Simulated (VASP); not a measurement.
# Si16B (a cell with a defect) in VASP: single point with PBE+D3(BJ)

Aim: the single point of Si16B (a cell with a defect) with PBE+D3(BJ).

Everything below comes from runs of VASP 6.6.1. Logs are shortened: lines on timing, memory, paths and dates and some standing lists are left out, and cuts for length are marked.

## 1. The cell of the first run

The cell holds a defect, 17 atoms: a = 7.679 Å, b = 7.679 Å, c = 7.679 Å, α = 60.00°, β = 60.00°, γ = 60.00°.

## 2. Single point, PBE+D3(BJ), collinear spin

INCAR

```
  PREC = Accurate
  ENCUT = 520
  EDIFF = 1E-6
  ISMEAR = -1
  SIGMA = 0.02
  LREAL = Auto
  LASPH = True
  NELM = 150
  ALGO = Normal
  ISIF = 2
  LWAVE = False
  LCHARG = False
  ISPIN = 2
  MAGMOM = 0 0 0 0 0 0 0 0 0 0 0 0 0 0 0 0 1
  LORBIT = 11
  GGA = PE
  IVDW = 12
  NBANDS = 52
```

KPOINTS

```
regular mesh
0
Gamma
  2 2 2
```

POSCAR

```
Si16B
1.0
    0.0000000000      5.4300000000      5.4300000000
    5.4300000000      0.0000000000      5.4300000000
    5.4300000000      5.4300000000      0.0000000000
Si B
16 1
Direct
    0.0004631969     -0.0004221569      0.0000405683
    0.1224880041      0.1270958208      0.1226396351
    0.0065963336     -0.0024876058      0.4979903251
    0.1224341975      0.1270609515      0.6279323933
   -0.0002439967      0.4994970299     -0.0004276693
    0.1260430713      0.6236003860      0.1253040922
   -0.0003905273      0.4994816651      0.5014686288
    0.1227048694      0.6222457226      0.6276175339
    0.4974693725     -0.0029762441      0.0082920658
    0.6284045830      0.1269164871      0.1223458484
    0.4972404705     -0.0030892003      0.4970751467
    0.6223249904      0.1281884167      0.6244100061
    0.5023259441      0.4993987075     -0.0008685976
    0.6278835370      0.6222052517      0.1228052920
    0.4964409078      0.5105718267      0.4964794301
    0.6277367739      0.6222657579      0.6271467180
    0.3679677719      0.8835909837      0.3733591832
```

Potentials or basis: VASP PAW PBE potentials, release 64 (Si, B).

On the command line:

```console
$ cat potpaw_PBE.64/Si/POTCAR potpaw_PBE.64/B/POTCAR > POTCAR
$ mpirun -np 1 vasp_std > vasp.out
```

OUTCAR:

```text
PREC = Accurate
   ENCUT = 520
   EDIFF = 1E-6
   ISMEAR = -1
   LREAL = Auto
   LASPH = True
   NELM = 150
   ISIF = 2
   ISPIN = 2
   LORBIT = 11
   GGA = PE
   IVDW = 12
 IVDW          = 12

 ion  position               nearest neighbor table
   1  0.000  1.000  0.000-  10 2.33   4 2.33   2 2.33   6 2.36
   2  0.122  0.127  0.123-   1 2.33   5 2.34   9 2.35   3 2.35
   3  0.007  0.998  0.498-  17 2.27   8 2.35   4 2.35   2 2.35  12 2.41
   4  0.122  0.127  0.628-   1 2.33   7 2.34  11 2.35   3 2.35
   5  1.000  0.499  1.000-  14 2.33   8 2.33   2 2.34   6 2.36
   6  0.126  0.624  0.125-   1 2.36   5 2.36   7 2.36  13 2.36
   7  1.000  0.499  0.501-  16 2.33   8 2.33   4 2.34   6 2.36
   8  0.123  0.622  0.628-   5 2.33   7 2.33  15 2.34   3 2.35
   9  0.497  0.997  0.008-  17 2.29  14 2.35  10 2.35   2 2.35  12 2.41
  10  0.628  0.127  0.122-   1 2.33  13 2.34  11 2.35   9 2.35
  11  0.497  0.997  0.497-  17 2.30  16 2.35  10 2.35   4 2.35  12 2.41
  12  0.622  0.128  0.624-  15 2.40  11 2.41   9 2.41   3 2.41
  13  0.502  0.499  0.999-  16 2.33  14 2.33  10 2.34   6 2.36
  14  0.628  0.622  0.123-   5 2.33  13 2.33  15 2.34   9 2.35
  15  0.496  0.511  0.496-  17 2.34  16 2.34  14 2.34   8 2.34  12 2.40
  16  0.628  0.622  0.627-   7 2.33  13 2.33  15 2.34  11 2.35
  17  0.368  0.884  0.373-   3 2.27   9 2.29  11 2.30  15 2.34

  LATTYP: Found a face centered cubic cell.
 ALAT       =    10.8600000000

  Lattice vectors:

 A1 = (   0.0000000000,   5.4300000000,   5.4300000000)
 A2 = (   5.4300000000,   0.0000000000,   5.4300000000)
 A3 = (   5.4300000000,   5.4300000000,   0.0000000000)

Analysis of symmetry for initial positions (statically):
=====================================================================
 Subroutine PRICEL returns:
 Original cell was already a primitive cell.

 Routine SETGRP: Setting up the symmetry group for a
 face centered cubic supercell.

 Subroutine GETGRP returns: Found  1 space group operations
 (whereof  1 operations were pure point group operations)
 out of a pool of 48 trial point group operations.

The static configuration has the point symmetry C_1 .

Analysis of symmetry for dynamics (positions and initial velocities):
=====================================================================
 Subroutine PRICEL returns:
 Original cell was already a primitive cell.

 Routine SETGRP: Setting up the symmetry group for a
 face centered cubic supercell.

 Subroutine GETGRP returns: Found  1 space group operations
 (whereof  1 operations were pure point group operations)
 out of a pool of 48 trial point group operations.

The dynamic configuration has the point symmetry C_1 .

Analysis of structural, dynamic, and magnetic symmetry:
=====================================================================
 Subroutine PRICEL returns:
 Original cell was already a primitive cell.

 Routine SETGRP: Setting up the symmetry group for a
 face centered cubic supercell.

 Subroutine GETGRP returns: Found  1 space group operations
 (whereof  1 operations were pure point group operations)
 out of a pool of 48 trial point group operations.

The overall configuration has the point symmetry C_1 .

 Subroutine INISYM returns: Found  1 space group operations
 (whereof  1 operations are pure point group operations),
 and found     1 'primitive' translations

----------------------------------------------------------------------------------------

                                     Primitive cell

  volume of cell :     320.2060

  direct lattice vectors                    reciprocal lattice vectors
     0.000000000  5.430000000  5.430000000    -0.092081031  0.092081031  0.092081031
     5.430000000  0.000000000  5.430000000     0.092081031 -0.092081031  0.092081031
     5.430000000  5.430000000  0.000000000     0.092081031  0.092081031 -0.092081031

  length of vectors
     7.679179644  7.679179644  7.679179644     0.159489025  0.159489025  0.159489025

  position of ions in fractional coordinates (direct lattice)
     0.000463197  0.999577843  0.000040568
     0.122488004  0.127095821  0.122639635
     0.006596334  0.997512394  0.497990325
     0.122434197  0.127060951  0.627932393
     0.999756003  0.499497030  0.999572331
     0.126043071  0.623600386  0.125304092
[... 9 lines left out ...]
     0.627736774  0.622265758  0.627146718
     0.367967772  0.883590984  0.373359183

  ion indices of the primitive-cell ions
   primitive index   ion index
                 1           1
                 2           2
                 3           3
                 4           4
                 5           5
[... 59 lines left out ...]
   ISTART =      0    job   : 0-new  1-cont  2-samecut
   ICHARG =      2    charge: 1-file 2-atom 10-const
   ISPIN  =      2    spin polarized calculation?
   LNONCOLLINEAR =      F non collinear calculations
   LSORBIT =      F    spin-orbit coupling
   LASPH  =      T    aspherical Exc in radial PAW
   ENCUT  =  520.0 eV  38.22 Ry    6.18 a.u.  14.28 14.28 14.28*2*pi/ulx,y,z
   NELM   =    150;   NELMIN=  2; NELMDL= -5     # of ELM steps
   EDIFF  = 0.1E-05   stopping-criterion for ELM
   LREAL  =      T    real-space projection
   EDIFFG = 0.1E-04   stopping-criterion for IOM
   NSW    =      0    number of steps for IOM
   IBRION =     -1    ionic relax: 0-MD 1-quasi-New 2-CG
   NFREE  =      0    steps in history (QN), initial steepest desc. (CG)
   ISIF   =      2    stress and relaxation
   ISYM   =      2    0-nonsym 1-usesym 2-fastsym
   POTIM  = 0.5000    time-step for ionic-motion
   TEBEG  =    0.0;   TEEND  =   0.0 temperature during run
   PSTRESS=    0.0 pullay stress
   NELECT =      67.0000    total number of electrons
   NUPDOWN=      -1.0000    fix difference up-down
   EMIN   =  10.00;   EMAX   =-10.00  energy-range for DOS
   EFERMI =   0.00;   METHOD = LEGACY
   ISMEAR =    -1;   SIGMA  =   0.02  broadening in eV -4-tet -1-fermi 0-gaus
   EFERMI_NEDOS =   21; number of points for ismear=-14 and -15
   IALGO  =     38    algorithm
   IMIX   =      4    mixing-type and parameters
     AMIX     =   0.40;   BMIX     =  1.00
     AMIX_MAG =   1.60;   BMIX_MAG =  1.00
  volume/ion in A,a.u.               =      18.84       127.11
  Fermi-wavevector in a.u.,A,eV,Ry     =   0.971904  1.836632 12.852022  0.944597
  Thomas-Fermi vector in A             =   2.102159
   LORBIT       =     11    0 simple, 1 ext, 2 COOP (PROOUT), +10 PAW based schemes
   GGA     = PE    functional components
   LHFCALC =     F    Hartree Fock is set to
   AEXX    =    0.0000 exact exchange contribution
   IVDW    =    12    specifies the selected vdW correction
   LEPSILON=     F    determine dielectric tensor
   LRPA    =     F    only Hartree local field effects (RPA)
 spin polarized calculation
  energy-cutoff  :      520.00
  volume of cell :      320.21
 maximum number of plane-waves:      8646
 NGX is ok and might be reduce to    60
   NGX = 29   NGY = 29   NGZ = 29

 number of electron      67.0000001 magnetization      -0.0001929

 number of electron      67.0000001 magnetization       0.0000104

 Free energy of the ion-electron system (eV)
  ---------------------------------------------------
  ext. energy  EPLUGINS =         0.00000000
  ---------------------------------------------------
  free energy    TOTEN  =       -88.61928592 eV

  energy without entropy =      -88.61911264  energy(sigma->0) =      -88.61919928

 E-fermi :   6.3593     XC(G=0):  -9.5683

 val. band max:        6.2320487302   @ k =   0.0000   0.5000   0.0000
 cond. band min:       6.4853232441   @ k =   0.0000   0.0000   0.0000
 fundamental gap:      0.2532745139
 Fermi energy:         6.3592783807

 spin component 1

 k-point     1 :       0.0000    0.0000    0.0000
  band No.  band energies     occupation
      1      -6.2729      1.00000
      2      -3.8709      1.00000
      3      -3.8185      1.00000
      4      -3.8152      1.00000
      5      -3.7961      1.00000
      6      -2.4367      1.00000
[... 373 lines left out ...]
     44      10.0414      0.00000
     45      10.1907      0.00000
 Fermi energy:         6.3592783807

 spin component 2

 k-point     1 :       0.0000    0.0000    0.0000
  band No.  band energies     occupation
      1      -6.2729      1.00000
      2      -3.8709      1.00000
      3      -3.8185      1.00000
      4      -3.8152      1.00000
      5      -3.7961      1.00000
      6      -2.4367      1.00000
[... 373 lines left out ...]
     44      10.0414      0.00000
     45      10.1908      0.00000
 [bands above 45 left out]

------------------------ aborting loop because EDIFF is reached ----------------------------------------

 Edisp (eV)   -5.33991

 E8    (eV) :    -2.1984

  FORCE on cell =-STRESS in cart. coord.  units (eV):
  Direction    XX          YY          ZZ          XY          YZ          ZX
  --------------------------------------------------------------------------------------
  -------------------------------------------------------------------------------------
  Total       0.97361     0.97033     0.98118     0.02452     0.07852    -0.09897
  in kB       4.87155     4.85510     4.90941     0.12266     0.39290    -0.49523
  external pressure =        4.88 kB  Pullay stress =        0.00 kB

 VOLUME and BASIS-vectors are now :
 -----------------------------------------------------------------------------
  energy-cutoff  :      520.00
  volume of cell :      320.21
      direct lattice vectors                 reciprocal lattice vectors
     0.000000000  5.430000000  5.430000000    -0.092081031  0.092081031  0.092081031
     5.430000000  0.000000000  5.430000000     0.092081031 -0.092081031  0.092081031
     5.430000000  5.430000000  0.000000000     0.092081031  0.092081031 -0.092081031

 POSITION                                       TOTAL-FORCE (eV/Angst)
 -----------------------------------------------------------------------------------
      5.42793      0.00274      5.43022         0.008723     -0.010424     -0.002701
      1.35606      1.33104      1.35524         0.006820      0.025538      0.009941
      8.12058      2.73991      5.45231         0.009547     -0.006020     -0.015617
      4.09961      4.07449      1.35476        -0.023318     -0.010729      0.011815
      8.13995     10.85635      8.14094        -0.002439      0.011972     -0.008450
      4.06655      1.36482      4.07056        -0.009339      0.013507      0.004311
[... 9 lines left out ...]
      6.78431      6.81402      6.78751         0.025373     -0.005893      0.012768
      6.82524      4.02541      6.79596        -0.000853      0.001613      0.009054
 -----------------------------------------------------------------------------------
    total drift:                               -0.000953     -0.001585     -0.004632

  FREE ENERGIE OF THE ION-ELECTRON SYSTEM (eV)
  ---------------------------------------------------
  free  energy   TOTEN  =       -93.9591990492 eV

  energy  without entropy=      -93.9590257703  energy(sigma->0) =      -93.95911241

 total charge

# of ion       s       p       d       tot
------------------------------------------
    1        0.742   0.956   0.000   1.699
    2        0.757   0.930   0.000   1.687
    3        0.738   0.944   0.000   1.682
    4        0.757   0.931   0.000   1.688
    5        0.742   0.957   0.000   1.699
    6        0.741   0.956   0.000   1.697
[... 9 lines left out ...]
   16        0.756   0.937   0.000   1.693
   17        0.824   0.764   0.000   1.588
--------------------------------------------------
tot         12.806  15.814   0.000  28.620

 magnetization (x)

# of ion       s       p       d       tot
------------------------------------------
    1        0.000   0.000   0.000   0.000
    2        0.000   0.000   0.000   0.000
    3       -0.000  -0.000   0.000  -0.000
    4        0.000  -0.000   0.000   0.000
    5        0.000   0.000   0.000   0.000
    6       -0.000  -0.000   0.000  -0.000
[... 9 lines left out ...]
   16       -0.000  -0.000   0.000  -0.000
   17       -0.000  -0.000   0.000  -0.000
--------------------------------------------------
tot         -0.000  -0.000   0.000  -0.000
```

It took 7.9 min on 1 thread of Intel Xeon Platinum 8375C at 2.90GHz (Ice Lake), shared host; peak memory 0.7 GiB.

What came out:

```yaml
Free_energy: -93.9592 eV
Pressure: 0.5 GPa
Largest_force: 0.041 eV/Å
Net_moment: 0.00 μB per cell
Valence_electrons_inside_the_program's_atomic_spheres: Si 1.70, 1.69, 1.68, 1.67 (each value once); B 1.59
Dispersion_energy_per_atom: -0.314 eV
```

Forces on the atoms (eV/Å):
```
Si   0.009 -0.010 -0.003
Si   0.007  0.026  0.010
Si   0.010 -0.006 -0.016
Si  -0.023 -0.011  0.012
Si  -0.002  0.012 -0.008
Si  -0.009  0.014  0.004
Si  -0.013  0.004 -0.009
Si   0.017 -0.022  0.014
Si  -0.008  0.009  0.006
Si   0.017 -0.019 -0.019
Si  -0.008  0.005  0.003
Si  -0.022  0.025 -0.024
Si  -0.011  0.012 -0.014
Si   0.009 -0.029  0.011
Si   0.005 -0.004  0.011
Si   0.025 -0.006  0.013
B   -0.001  0.002  0.009
```

Levels at points of the mesh, in eV from the Fermi level:
Spin up:
| k point | band 29 | band 30 | band 31 | band 32 | band 33 | band 34 | band 35 | band 36 | band 37 | band 38 |
| --- | --- | --- | --- | --- | --- | --- | --- | --- | --- | --- |
| (0.00, 0.00, 0.00) | -1.53 | -1.53 | -0.40 | -0.38 | -0.38 | 0.13 | 0.16 | 0.19 | 0.47 | 0.47 |
| (0.50, 0.00, 0.00) | -1.27 | -1.26 | -1.24 | -1.07 | -1.06 | -0.20 | 0.98 | 1.04 | 1.22 | 1.22 |
| (0.00, 0.50, 0.00) | -1.30 | -1.24 | -1.23 | -1.08 | -1.07 | -0.13 | 1.02 | 1.05 | 1.20 | 1.21 |
| (0.00, 0.00, 0.50) | -1.28 | -1.26 | -1.23 | -1.08 | -1.07 | -0.17 | 0.98 | 1.06 | 1.21 | 1.22 |
| (0.50, 0.50, 0.50) | -1.28 | -1.26 | -1.23 | -1.08 | -1.07 | -0.16 | 0.98 | 1.06 | 1.21 | 1.21 |
| (0.50, 0.50, 0.00) | -1.89 | -1.75 | -1.74 | -1.64 | -0.68 | 0.30 | 1.03 | 1.15 | 1.17 | 1.33 |
| (0.00, 0.50, 0.50) | -1.89 | -1.75 | -1.74 | -1.64 | -0.68 | 0.30 | 1.04 | 1.15 | 1.16 | 1.33 |
| (0.50, 0.00, 0.50) | -1.89 | -1.75 | -1.74 | -1.64 | -0.68 | 0.30 | 1.05 | 1.15 | 1.16 | 1.33 |
Spin down:
```tsv
k point	band 31	band 32	band 33	band 34	band 35	band 36
(0.00, 0.00, 0.00)	-0.40	-0.38	-0.38	0.13	0.16	0.19
(0.50, 0.00, 0.00)	-1.24	-1.07	-1.06	-0.20	0.98	1.04
(0.00, 0.50, 0.00)	-1.23	-1.08	-1.07	-0.13	1.02	1.05
(0.00, 0.00, 0.50)	-1.23	-1.08	-1.07	-0.17	0.98	1.06
(0.50, 0.50, 0.50)	-1.23	-1.08	-1.07	-0.16	0.98	1.06
(0.50, 0.50, 0.00)	-1.74	-1.64	-0.68	0.30	1.03	1.15
(0.00, 0.50, 0.50)	-1.74	-1.64	-0.68	0.30	1.04	1.15
(0.50, 0.00, 0.50)	-1.74	-1.64	-0.68	0.30	1.05	1.15
```

Caveat: the k points lie up to 0.50 Å⁻¹ apart.
